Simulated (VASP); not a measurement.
ZnRe:

```xyz
2
Lattice="2.7482 0.0000 0.0000 -1.3741 2.3800 0.0000 0.0000 0.0000 4.4941" Properties=species:S:1:pos:R:3 pbc="T T T"
Zn    0.0000    0.0000    0.0000
Re    0.0000    1.5867    2.2470
```

Base run:

| Property | Result |
| --- | --- |
| Program | VASP 6.6.1 |
| Functional | BLYP |
| Potentials or basis | VASP PAW PBE potentials, release 64 (Zn, Re_sv_GW) |
| Cutoff | 500 eV |
| k mesh | 14 × 14 × 8 |
| Occupations | fermi-dirac, width 0.1 eV |
| Spin | no spin polarisation |

Its results: band gap on the k mesh zero (an odd number of electrons rules out a gap without spin polarisation); pressure 8.1 GPa.

Question: The run is repeated on the same cell with these changes: functional from BLYP to RPBE. What comes out?

Answer: Band gap on the k mesh zero (an odd number of electrons rules out a gap without spin polarisation); pressure 1.4 GPa.

Caveats: the PAW data sets were made with another functional, which shifts forces and pressure a little; spin-orbit coupling is left out, which moves the levels of the heavy elements; the cell stands under pressure (at least some runs).
